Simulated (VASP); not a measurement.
# WC (P-6m2) in VASP: a series of runs

Aim: see how the results for WC move with the level of theory and the settings. Levels: r2SCAN0, PBE, PBE+D3(BJ). Tasks: single point.

All numbers are computed with VASP 6.6.1; they aren't measurements. Logs are shortened: lines on timing, memory, paths and dates and some standing lists are left out, and cuts for length are marked.

## 1. The cell of the first run

Symmetry: P-6m2, No. 187, hexagonal system. Conventional cell: a = 2.907 Å, b = 2.907 Å, c = 2.837 Å, α = 90.00°, β = 90.00°, γ = 120.00°. W (site symmetry -6m2) has 6 C at 2.20 Å and 8 W at 2.84 to 2.91 Å within 3.0 Å. Within 3.0 Å of C (site symmetry -6m2) lie 6 W at 2.20 Å and 8 C at 2.84 to 2.91 Å.

## 2. Single point, r2SCAN0

POSCAR

```
WC
1.0
    2.9065000000      0.0000000000      0.0000000000
   -1.4532500000      2.5171028361      0.0000000000
    0.0000000000      0.0000000000      2.8366000000
W C
1 1
Direct
    0.0000000000      0.0000000000      0.0000000000
    0.6666666667      0.3333333333      0.5000000000
```

INCAR.step1

```
SYSTEM = WC
ALGO = Normal
EDIFF = 1E-5
ENCUT = 580
GGA = PE
GGA_COMPAT = .False.
ISIF = 2
ISMEAR = 1
LASPH = .True.
LCHARG = .False.
LREAL = .False.
LWAVE = .True.
NBANDS = 16
NELM = 120
PREC = Accurate
SIGMA = 0.01
```

INCAR.step2

```
SYSTEM = WC
AEXX = 0.25
ALGO = Normal
EDIFF = 1E-6
ENCUT = 580
GGA_COMPAT = .False.
ISIF = 2
ISMEAR = 1
ISTART = 1
LASPH = .True.
LCHARG = .False.
LHFCALC = .True.
LMIXTAU = .True.
LREAL = .False.
LWAVE = .False.
METAGGA = R2SCAN
NBANDS = 16
NELM = 120
PREC = Accurate
PRECFOCK = Normal
SIGMA = 0.01
```

KPOINTS

```
k-points
0
Gamma
  6 6 5
  0 0 0
```

Potentials or basis: VASP PAW PBE potentials, release 64 (W_sv, C).

Run with:

```sh
> cat potpaw_PBE.64/W_sv/POTCAR potpaw_PBE.64/C/POTCAR > POTCAR
> cp INCAR.step1 INCAR
> mpirun -np 1 vasp_std > vasp.out
> cp INCAR.step2 INCAR
> mpirun -np 1 vasp_std > vasp.out
```

OUTCAR:

```text
SYSTEM = WC
   AEXX = 0.25
   EDIFF = 1E-6
   ENCUT = 580
   ISIF = 2
   ISMEAR = 1
   ISTART = 1
   LASPH = .True.
   LHFCALC = .True.
   LREAL = .False.
   METAGGA = R2SCAN
   NELM = 120
   PREC = Accurate
   PRECFOCK = Normal

 ion  position               nearest neighbor table
   1  0.000  0.000  0.000-   2 2.20   2 2.20   2 2.20   2 2.20   2 2.20   2 2.20
   2  0.667  0.333  0.500-   1 2.20   1 2.20   1 2.20   1 2.20   1 2.20   1 2.20

  LATTYP: Found a hexagonal cell.
 ALAT       =     2.9065000000
 C/A-ratio  =     0.9759504559

  Lattice vectors:

 A1 = (   2.9065000000,   0.0000000000,   0.0000000000)
 A2 = (  -1.4532500000,   2.5171028361,   0.0000000000)
 A3 = (   0.0000000000,   0.0000000000,   2.8366000000)

Analysis of symmetry for initial positions (statically):
=====================================================================
 Subroutine PRICEL returns:
 Original cell was already a primitive cell.

 Routine SETGRP: Setting up the symmetry group for a
 hexagonal supercell.

 Subroutine GETGRP returns: Found 12 space group operations
 (whereof 12 operations were pure point group operations)
 out of a pool of 24 trial point group operations.

The static configuration has the point symmetry D_3h.

Analysis of symmetry for dynamics (positions and initial velocities):
=====================================================================
 Subroutine PRICEL returns:
 Original cell was already a primitive cell.

 Routine SETGRP: Setting up the symmetry group for a
 hexagonal supercell.

 Subroutine GETGRP returns: Found 12 space group operations
 (whereof 12 operations were pure point group operations)
 out of a pool of 24 trial point group operations.

The dynamic configuration has the point symmetry D_3h.

 Subroutine INISYM returns: Found 12 space group operations
 (whereof 12 operations are pure point group operations),
 and found     1 'primitive' translations

----------------------------------------------------------------------------------------

                                     Primitive cell

  volume of cell :      20.7525

  direct lattice vectors                    reciprocal lattice vectors
     2.906500000  0.000000000  0.000000000     0.344056425  0.198641070  0.000000000
    -1.453250000  2.517102836  0.000000000     0.000000000  0.397282139  0.000000000
     0.000000000  0.000000000  2.836600000     0.000000000  0.000000000  0.352534725

  length of vectors
     2.906500000  2.906500000  2.836600000     0.397282139  0.397282139  0.352534725

  position of ions in fractional coordinates (direct lattice)
     0.000000000  0.000000000  0.000000000
     0.666666667  0.333333333  0.500000000

  ion indices of the primitive-cell ions
   primitive index   ion index
                 1           1
                 2           2

----------------------------------------------------------------------------------------

 KPOINTS: k-points

Automatic generation of k-mesh.
 Grid dimensions read from file:
 generate k-points for:    6    6    5

 Generating k-lattice:

  Cartesian coordinates                     Fractional coordinates (reciprocal lattice)
     0.057342738  0.033106845  0.000000000     0.166666667  0.000000000  0.000000000
     0.000000000  0.066213690  0.000000000     0.000000000  0.166666667  0.000000000
     0.000000000  0.000000000  0.070506945     0.000000000  0.000000000  0.200000000

  Length of vectors
     0.066213690  0.066213690  0.070506945

  Shift w.r.t. Gamma in fractional coordinates (k-lattice)
     0.000000000  0.000000000  0.000000000

 Subroutine IBZKPT returns following result:
 ===========================================

 Found     21 irreducible k-points:

 Following reciprocal coordinates:
            Coordinates               Weight
  0.000000  0.000000  0.000000      1.000000
  0.166667  0.000000  0.000000      6.000000
  0.333333  0.000000  0.000000      6.000000
  0.500000  0.000000  0.000000      3.000000
  0.166667  0.166667  0.000000      6.000000
  0.333333  0.166667  0.000000     12.000000
[... 13 lines left out ...]
  0.333333  0.166667  0.400000     24.000000
  0.333333  0.333333  0.400000      4.000000
   k-points           NKPTS =     21   k-points in BZ     NKDIM =    180   number of bands    NBANDS=     16
   number of dos      NEDOS =    301   number of ions     NIONS =      2
   total plane-waves  NPLWV =  13824
   dimension x,y,z NGX =    24 NGY =   24 NGZ =   24
   dimension x,y,z NGXF=    48 NGYF=   48 NGZF=   48
   ions per type =               1   1
   NGX,Y,Z   is equivalent  to a cutoff of  13.73, 13.73, 14.07 a.u.
   NGXF,Y,Z  is equivalent  to a cutoff of  27.46, 27.46, 28.13 a.u.
 SYSTEM =  WC
   PREC   = accura    normal or accurate (medium, high low for compatibility)
   ISTART =      1    job   : 0-new  1-cont  2-samecut
   ICHARG =      0    charge: 1-file 2-atom 10-const
   ISPIN  =      1    spin polarized calculation?
   LNONCOLLINEAR =      F non collinear calculations
   LSORBIT =      F    spin-orbit coupling
   LASPH  =      T    aspherical Exc in radial PAW
   ENCUT  =  580.0 eV  42.63 Ry    6.53 a.u.   5.71  5.71  5.57*2*pi/ulx,y,z
   NELM   =    120;   NELMIN=  2; NELMDL=  0     # of ELM steps
   EDIFF  = 0.1E-05   stopping-criterion for ELM
   LREAL  =      F    real-space projection
   EDIFFG = 0.1E-04   stopping-criterion for IOM
   NSW    =      0    number of steps for IOM
   IBRION =     -1    ionic relax: 0-MD 1-quasi-New 2-CG
   NFREE  =      0    steps in history (QN), initial steepest desc. (CG)
   ISIF   =      2    stress and relaxation
   ISYM   =      3    0-nonsym 1-usesym 2-fastsym
   POTIM  = 0.5000    time-step for ionic-motion
   TEBEG  =    0.0;   TEEND  =   0.0 temperature during run
   PSTRESS=    0.0 pullay stress
   NELECT =      18.0000    total number of electrons
   NUPDOWN=      -1.0000    fix difference up-down
   EMIN   =  10.00;   EMAX   =-10.00  energy-range for DOS
   EFERMI =   0.00;   METHOD = LEGACY
   ISMEAR =     1;   SIGMA  =   0.01  broadening in eV -4-tet -1-fermi 0-gaus
   EFERMI_NEDOS =   21; number of points for ismear=-14 and -15
   IALGO  =     38    algorithm
   IMIX   =      1    mixing-type and parameters
     AMIX     =   0.40;   BMIX     =  1.00
     AMIX_MAG =   1.60;   BMIX_MAG =  1.00
  volume/ion in A,a.u.               =      10.38        70.02
  Fermi-wavevector in a.u.,A,eV,Ry     =   1.561262  2.950358 33.164744  2.437540
  Thomas-Fermi vector in A             =   2.664353
   LORBIT       =      0    0 simple, 1 ext, 2 COOP (PROOUT), +10 PAW based schemes
   METAGGA = R2SCAN    functional components
   LHFCALC =     T    Hartree Fock is set to
   PRECFOCK=normal    Normal, Fast or Accurate (Low or Medium for compatibility)
   ENCUT4O =  -1.0   cutoff for four orbital integrals eV
   NKREDX  =     1    reduce k-point grid by
   NKREDY  =     1    reduce k-point grid by
   NKREDZ  =     1    reduce k-point grid by
   AEXX    =    0.2500 exact exchange contribution
   HFSCREEN=    0.0000 screening length (either q_TF or 0.3 A-1)
   HFSCREENC=   0.0000 screening length for correlation (either q_TF or 0.3 A-1)
   ENCUTFOCK=  -1.0 apply spherical cutoff to Coloumb kernel
   IVDW    =     0    specifies the selected vdW correction
   LEPSILON=     F    determine dielectric tensor
   LRPA    =     F    only Hartree local field effects (RPA)
 non-spin polarized calculation
 Methfessel and Paxton  Order N= 1 SIGMA  =   0.01
  energy-cutoff  :      580.00
  volume of cell :       20.75
 maximum number of plane-waves:       671
 NGX is ok and might be reduce to    24
  NGX = 18; NGY = 18; NGZ = 18

 number of electron      18.0000000 magnetization

 Free energy of the ion-electron system (eV)
  ---------------------------------------------------
  ext. energy  EPLUGINS =         0.00000000
  ---------------------------------------------------
  free energy    TOTEN  =       -57.47417718 eV

  energy without entropy =      -57.47408102  energy(sigma->0) =      -57.47414512

 E-fermi :  11.5153     XC(G=0): -11.5750

 val. band max:       10.4714438775   @ k =   0.0000   0.0000   0.0000
 cond. band min:      11.5196459236   @ k =   0.1667   0.0000   0.4000
 fundamental gap:      1.0482020461
 Fermi energy:        11.5152796549

 k-point     1 :       0.0000    0.0000    0.0000
  band No.  band energies     occupation
      1     -69.1468      2.00000
      2     -31.1395      2.00000
      3     -30.9938      2.00000
      4     -30.9938      2.00000
      5      -6.4123      2.00000
      6       5.3005      2.00000
[... 8 lines left out ...]
     15      27.2387      0.00000
     16      29.6100      0.00000

 k-point     2 :       0.1667    0.0000    0.0000
  band No.  band energies     occupation
      1     -69.1282      2.00000
      2     -31.2529      2.00000
      3     -31.1029      2.00000
      4     -31.0528      2.00000
      5      -5.6320      2.00000
      6       4.8715      2.00000
[... 8 lines left out ...]
     15      26.5157      0.00000
     16      31.2119      0.00000

 k-point     3 :       0.3333    0.0000    0.0000
  band No.  band energies     occupation
      1     -69.0911      2.00000
      2     -31.7446      2.00000
      3     -31.1690      2.00000
      4     -31.0309      2.00000
      5      -3.8406      2.00000
      6       2.9980      2.00000
[... 8 lines left out ...]
     15      28.0230      0.00000
     16      29.6518      0.00000

 k-point     4 :       0.5000    0.0000    0.0000
  band No.  band energies     occupation
      1     -69.0725      2.00000
      2     -31.9784      2.00000
      3     -31.2264      2.00000
      4     -30.9952      2.00000
      5      -2.6962      2.00000
      6       2.1254      2.00000
[... 8 lines left out ...]
     15      25.7755      0.00000
     16      31.5406      0.00000

 k-point     5 :       0.1667    0.1667    0.0000
  band No.  band energies     occupation
      1     -69.1004      2.00000
      2     -31.5776      2.00000
      3     -31.1902      2.00000
      4     -31.0488      2.00000
      5      -4.3142      2.00000
      6       3.5590      2.00000
[... 8 lines left out ...]
     15      27.2823      0.00000
     16      30.8967      0.00000

 k-point     6 :       0.3333    0.1667    0.0000
  band No.  band energies     occupation
      1     -69.0725      2.00000
      2     -31.8568      2.00000
      3     -31.3589      2.00000
      4     -30.9953      2.00000
      5      -2.6364      2.00000
      6       2.4869      2.00000
[... 8 lines left out ...]
     15      27.8826      0.00000
     16      30.1925      0.00000
[... 210 lines left out ...]
 k-point    18 :       0.5000    0.0000    0.4000
  band No.  band energies     occupation
      1     -69.0271      2.00000
      2     -31.8558      2.00000
      3     -31.7401      2.00000
      4     -31.1285      2.00000
      5      -2.8074      2.00000
      6       2.5572      2.00000
[... 8 lines left out ...]
     15      26.0605      0.00000
     16      28.3280      0.00000

 k-point    19 :       0.1667    0.1667    0.4000
  band No.  band energies     occupation
      1     -69.0549      2.00000
      2     -31.8171      2.00000
      3     -31.4692      2.00000
      4     -31.1016      2.00000
      5      -2.6809      2.00000
      6       2.9321      2.00000
[... 8 lines left out ...]
     15      27.6023      0.00000
     16      28.7155      0.00000

 k-point    20 :       0.3333    0.1667    0.4000
  band No.  band energies     occupation
      1     -69.0271      2.00000
      2     -31.7438      2.00000
      3     -31.7335      2.00000
      4     -31.2574      2.00000
      5      -2.6588      2.00000
      6       2.9991      2.00000
[... 8 lines left out ...]
     15      26.1188      0.00000
     16      27.0377      0.00000

 k-point    21 :       0.3333    0.3333    0.4000
  band No.  band energies     occupation
      1     -69.0177      2.00000
      2     -31.7150      2.00000
      3     -31.5952      2.00000
      4     -31.5466      2.00000
      5      -2.4809      2.00000
      6       2.2907      2.00000
[... 8 lines left out ...]
     15      25.0954      0.00000
     16      27.0104      0.00000

------------------------ aborting loop because EDIFF is reached ----------------------------------------

  FORCE on cell =-STRESS in cart. coord.  units (eV):
  Direction    XX          YY          ZZ          XY          YZ          ZX
  --------------------------------------------------------------------------------------
  -------------------------------------------------------------------------------------
  Total       -0.4405611     -0.4405611     -1.1238150     -0.0000000     -0.0000000      0.0000000
  in kB      -34.0131870    -34.0131870    -86.7632916     -0.0000000     -0.0000000      0.0000000
  external PRESSURE =     -51.5965552 kB  Pullay stress =       0.0000000 kB

 VOLUME and BASIS-vectors are now :
 -----------------------------------------------------------------------------
  energy-cutoff  :      580.00
  volume of cell :       20.75
      direct lattice vectors                 reciprocal lattice vectors
     2.906500000  0.000000000  0.000000000     0.344056425  0.198641070  0.000000000
    -1.453250000  2.517102836  0.000000000     0.000000000  0.397282139  0.000000000
     0.000000000  0.000000000  2.836600000     0.000000000  0.000000000  0.352534725

 POSITION                                       TOTAL-FORCE (eV/Angst)
 -----------------------------------------------------------------------------------
      0.00000      0.00000      0.00000        -0.000000      0.000000      0.000000
      1.45325      0.83903      1.41830         0.000000     -0.000000      0.000000
 -----------------------------------------------------------------------------------
    total drift:                               -0.000000     -0.000000      0.000000

  FREE ENERGIE OF THE ION-ELECTRON SYSTEM (eV)
  ---------------------------------------------------
  free  energy   TOTEN  =       -57.4741771768 eV

  energy  without entropy=      -57.4740810159  energy(sigma->0) =      -57.47414512
```

It took 24 min on 1 thread of Intel Xeon Platinum 8375C at 2.90GHz (Ice Lake), shared host; peak memory 0.17 GiB.

The run converged, but its numbers aren't listed here, since they failed a check.

Caveat: the k points lie up to 0.44 Å⁻¹ apart, too coarse for converged energies and pressures of a metal; the PAW data sets were made with another functional, which shifts forces and pressure a little; spin-orbit coupling is left out, which moves the levels of the heavy elements.

## 3. Single point, PBE

INCAR

```
SYSTEM = WC
ALGO     = Normal         ! electronic algorithm
EDIFF    = 1E-7           ! SCF threshold, eV
ENCUT    = 520            ! plane-wave cutoff, eV
GGA      = PE             ! functional
ISIF     = 2              ! what is computed and relaxed
ISMEAR   = 0              ! smearing method
LASPH    = .TRUE.         ! aspherical terms in the spheres
LCHARG   = .FALSE.        ! write CHGCAR
LREAL    = .FALSE.        ! projectors in reciprocal space
LWAVE    = .FALSE.        ! write WAVECAR
NBANDS   = 16             ! bands
NELM     = 60             ! most SCF steps
PREC     = Accurate       ! precision mode
SIGMA    = 0.03           ! smearing width, eV
```

KPOINTS

```
k-points
0
G
  10 10 9
  0 0 0
```

POSCAR is that of step 2.

Potentials or basis: VASP PAW PBE potentials, release 64 (W_sv, C).

Run with:

```sh
> cat potpaw_PBE.64/W_sv/POTCAR potpaw_PBE.64/C/POTCAR > POTCAR
> mpirun -np 1 vasp_std > vasp.out
```

Run time: 22 s. Hardware: 1 thread of Intel Xeon 8259CL, shared host; peak memory 0.15 GiB.

Results (log left out):

- Free energy: -22.4454 eV
- Pressure: 6.7 GPa
- Band gap on the k mesh: zero (bands 9 and 10 overlap by 1.19 eV)

Stress tensor (GPa, compression positive):
```
6.95 0.00 0.00
0.00 6.95 0.00
0.00 0.00 6.28
```

Levels at points of the mesh, in eV from the Fermi level:
| k point | band 7 | band 8 | band 9 | band 10 | band 11 | band 12 |
| --- | --- | --- | --- | --- | --- | --- |
| (0.00, 0.00, 0.00) | -3.34 | -3.34 | 0.07 | 3.22 | 3.22 | 5.61 |
| (0.50, 0.00, 0.00) | -3.63 | -3.58 | -0.49 | 2.34 | 4.53 | 4.88 |

Caveat: the cell stands under pressure; spin-orbit coupling is left out, which moves the levels of the heavy elements.

## 4. Single point, PBE+D3(BJ)

This run uses another cell than the first one, of 10.33 Å³/atom.

INCAR

```
PREC = Accurate ; ENCUT = 520
EDIFF = 1E-6 ; ISMEAR = -1
SIGMA = 0.05 ; LREAL = False
LASPH = True ; NELM = 80
ALGO = Normal ; ISIF = 2
LWAVE = False ; LCHARG = False
GGA = PE ; IVDW = 12
NBANDS = 16
```

KPOINTS

```
regular mesh
0
Gamma
  10 10 9
```

POSCAR

```
WC
1.0
    2.9030663895      0.0000000000      0.0000000000
   -1.4515331948      2.5141292422      0.0000000000
    0.0000000000      0.0000000000      2.8316588569
W C
1 1
Direct
    0.0000000000      0.0000000000      0.0000000000
    0.6666666667      0.3333333333      0.5000000000
```

Run with:

```sh
> cat potpaw_PBE.64/W_sv/POTCAR potpaw_PBE.64/C/POTCAR > POTCAR
> mpirun -np 1 vasp_std > vasp.out
```

Run time: 21 s. Hardware: 1 thread of Intel Xeon 8259CL, shared host; peak memory 0.17 GiB.

Results (log left out):

```yaml
Free_energy: -23.3700 eV
Pressure: 1.1 GPa
Band_gap_on_the_k_mesh: zero (bands 9 and 10 overlap by 1.20 eV)
Dispersion_energy_per_atom: -0.464 eV
```

Stress tensor (GPa, compression positive):
```
0.99 0.00 0.00
0.00 0.99 0.00
0.00 0.00 1.23
```

Levels at points of the mesh, in eV from the Fermi level:
| k point | band 7 | band 8 | band 9 | band 10 | band 11 | band 12 |
| --- | --- | --- | --- | --- | --- | --- |
| (0.00, 0.00, 0.00) | -3.35 | -3.35 | 0.09 | 3.26 | 3.26 | 5.65 |
| (0.50, 0.00, 0.00) | -3.63 | -3.58 | -0.47 | 2.37 | 4.56 | 4.91 |

Caveat: spin-orbit coupling is left out, which moves the levels of the heavy elements.
